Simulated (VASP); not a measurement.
# PtSe2 (P6/mmm) in VASP: a series of runs

The runs below take PtSe2 through single point, relaxation of cell and atoms, with PBE.

Program: VASP 6.6.1. These are calculated values, not measurements. Logs are shortened: lines on timing, memory, paths and dates and some standing lists are left out, and cuts for length are marked.

**1. The cell of the first run**

It takes space group P6/mmm (No. 191, hexagonal). Conventional cell: a = 4.790 Å, b = 4.790 Å, c = 2.814 Å, α = 90.00°, β = 90.00°, γ = 120.00°. Pt (site symmetry 6/mmm) has 2 Pt at 2.81 Å and 12 Se at 3.10 Å within 3.7 Å. Se (site symmetry -6m2) has 5 Se at 2.77 to 2.81 Å and 6 Pt at 3.10 Å within 3.6 Å.

**2. Single point, PBE**

Contents of INCAR:

```
SYSTEM = PtSe2
ALGO     = Normal         ! electronic algorithm
EDIFF    = 1E-6           ! SCF threshold, eV
ENCUT    = 520            ! plane-wave cutoff, eV
GGA      = PE             ! functional
ISIF     = 2              ! what is computed and relaxed
ISMEAR   = 0              ! smearing method
LASPH    = .TRUE.         ! aspherical terms in the spheres
LCHARG   = .TRUE.         ! write CHGCAR
LELF     = .TRUE.         ! ELF
LREAL    = .FALSE.        ! projectors in reciprocal space
LVHAR    = .TRUE.       
LWAVE    = .FALSE.        ! write WAVECAR
NBANDS   = 18             ! bands
NELM     = 100            ! most SCF steps
PREC     = Accurate       ! precision mode
SIGMA    = 0.1            ! smearing width, eV
```

Contents of KPOINTS:

```
k-points
0
G
  12 12 16
  0 0 0
```

Contents of POSCAR:

```
PtSe2
1.0
    4.7898800840      0.0000000000      0.0000000000
   -2.3949400420      4.1481578338      0.0000000000
    0.0000000000      0.0000000000      2.8144708708
Pt Se
1 2
Direct
    0.0000000000      0.0000000000      0.0000000000
    0.3333333333      0.6666666667      0.5000000000
    0.6666666667      0.3333333333      0.5000000000
```

Potentials or basis: VASP PAW PBE potentials, release 64 (Pt, Se).

Command:

```console
> cat potpaw_PBE.64/Pt/POTCAR potpaw_PBE.64/Se/POTCAR > POTCAR
> mpirun -np 1 vasp_std > vasp.out
```

OUTCAR:

```text
SYSTEM = PtSe2
   EDIFF = 1E-6
   ENCUT = 520
   GGA = PE
   ISIF = 2
   ISMEAR = 0
   LASPH = .TRUE.
   LREAL = .FALSE.
   NELM = 100
   PREC = Accurate

 ion  position               nearest neighbor table
   1  0.000  0.000  0.000-   2 3.10   3 3.10   2 3.10   3 3.10   2 3.10   2 3.10   3 3.10   3 3.10
                             3 3.10   3 3.10   2 3.10   2 3.10
   2  0.333  0.667  0.500-   3 2.77   3 2.77   3 2.77   1 3.10   1 3.10   1 3.10   1 3.10   1 3.10
                             1 3.10
   3  0.667  0.333  0.500-   2 2.77   2 2.77   2 2.77   1 3.10   1 3.10   1 3.10   1 3.10   1 3.10
                             1 3.10

  LATTYP: Found a hexagonal cell.
 ALAT       =     4.7898800840
 C/A-ratio  =     0.5875869169

  Lattice vectors:

 A1 = (   4.7898800840,   0.0000000000,   0.0000000000)
 A2 = (  -2.3949400420,   4.1481578338,   0.0000000000)
 A3 = (   0.0000000000,   0.0000000000,   2.8144708708)

Analysis of symmetry for initial positions (statically):
=====================================================================
 Subroutine PRICEL returns:
 Original cell was already a primitive cell.

 Routine SETGRP: Setting up the symmetry group for a
 hexagonal supercell.

 Subroutine GETGRP returns: Found 24 space group operations
 (whereof 24 operations were pure point group operations)
 out of a pool of 24 trial point group operations.

The static configuration has the point symmetry D_6h.

Analysis of symmetry for dynamics (positions and initial velocities):
=====================================================================
 Subroutine PRICEL returns:
 Original cell was already a primitive cell.

 Routine SETGRP: Setting up the symmetry group for a
 hexagonal supercell.

 Subroutine GETGRP returns: Found 24 space group operations
 (whereof 24 operations were pure point group operations)
 out of a pool of 24 trial point group operations.

The dynamic configuration has the point symmetry D_6h.

 Subroutine INISYM returns: Found 24 space group operations
 (whereof 24 operations are pure point group operations),
 and found     1 'primitive' translations

----------------------------------------------------------------------------------------

                                     Primitive cell

  volume of cell :      55.9212

  direct lattice vectors                    reciprocal lattice vectors
     4.789880084  0.000000000  0.000000000     0.208773494  0.120535433  0.000000000
    -2.394940042  4.148157834  0.000000000     0.000000000  0.241070866  0.000000000
     0.000000000  0.000000000  2.814470871     0.000000000  0.000000000  0.355306573

  length of vectors
     4.789880084  4.789880084  2.814470871     0.241070866  0.241070866  0.355306573

  position of ions in fractional coordinates (direct lattice)
     0.000000000  0.000000000  0.000000000
     0.333333333  0.666666667  0.500000000
     0.666666667  0.333333333  0.500000000

  ion indices of the primitive-cell ions
   primitive index   ion index
                 1           1
                 2           2
                 3           3

----------------------------------------------------------------------------------------

 KPOINTS: k-points

Automatic generation of k-mesh.
 Grid dimensions read from file:
 generate k-points for:   12   12   16

 Generating k-lattice:

  Cartesian coordinates                     Fractional coordinates (reciprocal lattice)
     0.017397791  0.010044619  0.000000000     0.083333333  0.000000000  0.000000000
     0.000000000  0.020089239  0.000000000     0.000000000  0.083333333  0.000000000
     0.000000000  0.000000000  0.022206661     0.000000000  0.000000000  0.062500000

  Length of vectors
     0.020089239  0.020089239  0.022206661

  Shift w.r.t. Gamma in fractional coordinates (k-lattice)
     0.000000000  0.000000000  0.000000000

 Subroutine IBZKPT returns following result:
 ===========================================

 Found    171 irreducible k-points:

 Following reciprocal coordinates:
            Coordinates               Weight
  0.000000  0.000000  0.000000      1.000000
  0.083333  0.000000  0.000000      6.000000
  0.166667  0.000000  0.000000      6.000000
  0.250000  0.000000  0.000000      6.000000
  0.333333  0.000000  0.000000      6.000000
  0.416667 -0.000000  0.000000      6.000000
[... 16 lines left out ...]
  0.250000  0.000000  0.062500     12.000000
  0.333333  0.000000  0.062500     12.000000
 [... further k-points ...]
   k-points           NKPTS =    171   k-points in BZ     NKDIM =    171   number of bands    NBANDS=     18
   number of dos      NEDOS =    301   number of ions     NIONS =      3
   total plane-waves  NPLWV =  31104
   dimension x,y,z NGX =    36 NGY =   36 NGZ =   24
   dimension x,y,z NGXF=    72 NGYF=   72 NGZF=   48
   ions per type =               1   2
   NGX,Y,Z   is equivalent  to a cutoff of  12.49, 12.49, 14.18 a.u.
   NGXF,Y,Z  is equivalent  to a cutoff of  24.99, 24.99, 28.35 a.u.
 SYSTEM =  PtSe2
   PREC   = accura    normal or accurate (medium, high low for compatibility)
   ISTART =      0    job   : 0-new  1-cont  2-samecut
   ICHARG =      2    charge: 1-file 2-atom 10-const
   ISPIN  =      1    spin polarized calculation?
   LNONCOLLINEAR =      F non collinear calculations
   LSORBIT =      F    spin-orbit coupling
   LASPH  =      T    aspherical Exc in radial PAW
   ENCUT  =  520.0 eV  38.22 Ry    6.18 a.u.   8.91  8.91  5.23*2*pi/ulx,y,z
   NELM   =    100;   NELMIN=  2; NELMDL= -5     # of ELM steps
   EDIFF  = 0.1E-05   stopping-criterion for ELM
   LREAL  =      F    real-space projection
   EDIFFG = 0.1E-04   stopping-criterion for IOM
   NSW    =      0    number of steps for IOM
   IBRION =     -1    ionic relax: 0-MD 1-quasi-New 2-CG
   NFREE  =      0    steps in history (QN), initial steepest desc. (CG)
   ISIF   =      2    stress and relaxation
   ISYM   =      2    0-nonsym 1-usesym 2-fastsym
   POTIM  = 0.5000    time-step for ionic-motion
   TEBEG  =    0.0;   TEEND  =   0.0 temperature during run
   PSTRESS=    0.0 pullay stress
   NELECT =      22.0000    total number of electrons
   NUPDOWN=      -1.0000    fix difference up-down
   EMIN   =  10.00;   EMAX   =-10.00  energy-range for DOS
   EFERMI =   0.00;   METHOD = LEGACY
   ISMEAR =     0;   SIGMA  =   0.10  broadening in eV -4-tet -1-fermi 0-gaus
   EFERMI_NEDOS =   21; number of points for ismear=-14 and -15
   IALGO  =     38    algorithm
   IMIX   =      4    mixing-type and parameters
     AMIX     =   0.40;   BMIX     =  1.00
     AMIX_MAG =   1.60;   BMIX_MAG =  1.00
  volume/ion in A,a.u.               =      18.64       125.79
  Fermi-wavevector in a.u.,A,eV,Ry     =   1.199564  2.266848 19.578162  1.438954
  Thomas-Fermi vector in A             =   2.335423
   LORBIT       =      0    0 simple, 1 ext, 2 COOP (PROOUT), +10 PAW based schemes
   GGA     = PE    functional components
   LHFCALC =     F    Hartree Fock is set to
   AEXX    =    0.0000 exact exchange contribution
   IVDW    =     0    specifies the selected vdW correction
   LEPSILON=     F    determine dielectric tensor
   LRPA    =     F    only Hartree local field effects (RPA)
 non-spin polarized calculation
 Gauss-broadening in eV      SIGMA  =   0.10
  energy-cutoff  :      520.00
  volume of cell :       55.92
 maximum number of plane-waves:      1530
 NGX is ok and might be reduce to    36
   NGX = 17   NGY = 17   NGZ = 11

 number of electron      22.0000001 magnetization

 Free energy of the ion-electron system (eV)
  ---------------------------------------------------
  ext. energy  EPLUGINS =         0.00000000
  ---------------------------------------------------
  free energy    TOTEN  =       -11.27451264 eV

  energy without entropy =      -11.26158479  energy(sigma->0) =      -11.26804872

 E-fermi :   7.1684     XC(G=0): -11.3927

 val. band max:        7.1683998424   @ k =   0.0833   0.0000   0.4375
 cond. band min:       7.1739568161   @ k =   0.3333   0.2500   0.1875
 fundamental gap:      0.0055569737
 Fermi energy:         7.1684270179

 k-point     1 :       0.0000    0.0000    0.0000
  band No.  band energies     occupation
      1      -9.1793      2.00000
      2      -5.3984      2.00000
      3       0.7552      2.00000
      4       0.7552      2.00000
      5       2.7163      2.00000
      6       4.6702      2.00000
[... 10 lines left out ...]
     17      16.1946      0.00000
     18      19.7958      0.00000

 k-point     2 :       0.0833    0.0000    0.0000
  band No.  band energies     occupation
      1      -9.1362      2.00000
      2      -5.5015      2.00000
      3       0.7459      2.00000
      4       0.8916      2.00000
      5       2.6263      2.00000
      6       4.3968      2.00000
[... 10 lines left out ...]
     17      16.0032      0.00000
     18      19.6511      0.00000

 k-point     3 :       0.1667    0.0000    0.0000
  band No.  band energies     occupation
      1      -9.0094      2.00000
      2      -5.7785      2.00000
      3       0.7208      2.00000
      4       1.1659      2.00000
      5       2.4632      2.00000
      6       4.0704      2.00000
[... 10 lines left out ...]
     17      15.6270      0.00000
     18      19.2641      0.00000

 k-point     4 :       0.2500    0.0000    0.0000
  band No.  band energies     occupation
      1      -8.8069      2.00000
      2      -6.1598      2.00000
      3       0.6873      2.00000
      4       1.1442      2.00000
      5       2.6717      2.00000
      6       3.9736      2.00000
[... 10 lines left out ...]
     17      15.6446      0.00000
     18      18.7612      0.00000

 k-point     5 :       0.3333    0.0000    0.0000
  band No.  band energies     occupation
      1      -8.5465      2.00000
      2      -6.5760      2.00000
      3       0.6545      2.00000
      4       0.8431      2.00000
      5       3.1569      2.00000
      6       4.1948      2.00000
[... 10 lines left out ...]
     17      15.7225      0.00000
     18      18.2779      0.00000

 k-point     6 :       0.4167   -0.0000    0.0000
  band No.  band energies     occupation
      1      -8.2734      2.00000
      2      -6.9517      2.00000
      3       0.5903      2.00000
      4       0.6309      2.00000
      5       3.3849      2.00000
      6       4.1836      2.00000
[... 10 lines left out ...]
     17      15.8296      0.00000
     18      17.9141      0.00000

 k-point     7 :       0.5000    0.0000    0.0000
  band No.  band energies     occupation
      1      -8.1283      2.00000
      2      -7.1323      2.00000
      3       0.4979      2.00000
      4       0.6224      2.00000
      5       3.4292      2.00000
      6       4.1605      2.00000
[... 10 lines left out ...]
     17      15.9191      0.00000
     18      17.7255      0.00000

 k-point     8 :       0.0833    0.0833    0.0000
  band No.  band energies     occupation
      1      -9.0512      2.00000
      2      -5.6908      2.00000
      3       0.6848      2.00000
      4       1.1589      2.00000
      5       2.4781      2.00000
      6       4.1230      2.00000
[... 10 lines left out ...]
     17      15.7041      0.00000
     18      19.3823      0.00000
[... 229 lines left out ...]
     17      16.8542      0.00000
     18      16.8542      0.00000

 k-point    20 :       0.0000    0.0000    0.0625
  band No.  band energies     occupation
      1      -9.1201      2.00000
      2      -5.3416      2.00000
      3       0.8133      2.00000
      4       0.8133      2.00000
      5       2.8489      2.00000
      6       4.5875      2.00000
[... 10 lines left out ...]
     17      16.2297      0.00000
     18      20.4316      0.00000

 k-point    21 :       0.0833    0.0000    0.0625
  band No.  band energies     occupation
      1      -9.0771      2.00000
      2      -5.4446      2.00000
      3       0.8026      2.00000
      4       0.9480      2.00000
      5       2.7563      2.00000
      6       4.3543      2.00000
[... 10 lines left out ...]
     17      16.2044      0.00000
     18      20.1455      0.00000

 k-point    22 :       0.1667    0.0000    0.0625
  band No.  band energies     occupation
      1      -8.9508      2.00000
      2      -5.7215      2.00000
      3       0.7735      2.00000
      4       1.2207      2.00000
      5       2.5834      2.00000
      6       4.0776      2.00000
[... 10 lines left out ...]
     17      16.2309      0.00000
     18      19.7511      0.00000

 k-point    23 :       0.2500    0.0000    0.0625
  band No.  band energies     occupation
      1      -8.7490      2.00000
      2      -6.1027      2.00000
      3       0.7347      2.00000
      4       1.2134      2.00000
      5       2.7705      2.00000
      6       4.0108      2.00000
[... 10 lines left out ...]
     17      16.2927      0.00000
     18      19.2144      0.00000

 k-point    24 :       0.3333    0.0000    0.0625
  band No.  band energies     occupation
      1      -8.4895      2.00000
      2      -6.5187      2.00000
      3       0.6969      2.00000
      4       0.9248      2.00000
      5       3.2470      2.00000
      6       4.2372      2.00000
[... 10 lines left out ...]
     17      16.3819      0.00000
     18      18.7570      0.00000

 [... further k-points ...]
[... 5 lines left out ...]
  --------------------------------------------------------------------------------------
  -------------------------------------------------------------------------------------
  Total       -0.0175545     -0.0175545     -0.0179563      0.0000000     -0.0000000      0.0000000
  in kB       -0.5029485     -0.5029485     -0.5144587      0.0000000     -0.0000000      0.0000000
  external PRESSURE =      -0.5067853 kB  Pullay stress =       0.0000000 kB

 VOLUME and BASIS-vectors are now :
 -----------------------------------------------------------------------------
  energy-cutoff  :      520.00
  volume of cell :       55.92
      direct lattice vectors                 reciprocal lattice vectors
     4.789880084  0.000000000  0.000000000     0.208773494  0.120535433  0.000000000
    -2.394940042  4.148157834  0.000000000     0.000000000  0.241070866  0.000000000
     0.000000000  0.000000000  2.814470871     0.000000000  0.000000000  0.355306573

 POSITION                                       TOTAL-FORCE (eV/Angst)
 -----------------------------------------------------------------------------------
      0.00000      0.00000      0.00000         0.000000      0.000000      0.000000
     -0.00000      2.76544      1.40724         0.000000      0.000000      0.000000
      2.39494      1.38272      1.40724        -0.000000     -0.000000     -0.000000
 -----------------------------------------------------------------------------------
    total drift:                                0.000000      0.000000     -0.000000

  FREE ENERGIE OF THE ION-ELECTRON SYSTEM (eV)
  ---------------------------------------------------
  free  energy   TOTEN  =       -11.2745126380 eV

  energy  without entropy=      -11.2615847944  energy(sigma->0) =      -11.26804872
```

Wall time 48 s (1 thread of Intel Xeon 6975P-C (Granite Rapids), shared host); peak memory 0.31 GiB.

What came out:

```
Free energy            : -11.2745 eV
Pressure               : -0.1 GPa
Band gap on the k mesh : zero (bands 11 and 12 overlap by 2.52 eV)
```

Levels at points of the mesh, in eV from the Fermi level:
```csv
k point,band 8,band 9,band 10,band 11,band 12,band 13,band 14,band 15
"(0.00, 0.00, 0.00)",-0.81,-0.81,-0.50,-0.50,-0.47,1.22,3.70,8.17
"(0.50, 0.00, 0.00)",-1.15,-1.09,-0.82,1.80,2.03,2.47,2.72,5.34
"(0.00, 0.00, 0.50)",-3.86,-2.19,-2.19,0.21,2.20,2.20,3.85,5.65
"(0.50, 0.00, 0.50)",-1.78,-1.76,-1.23,-0.54,1.10,1.86,2.98,3.36
```

Caveat: spin-orbit coupling is left out, which moves the levels of the heavy elements.

(Continued in part 2 of 2.)
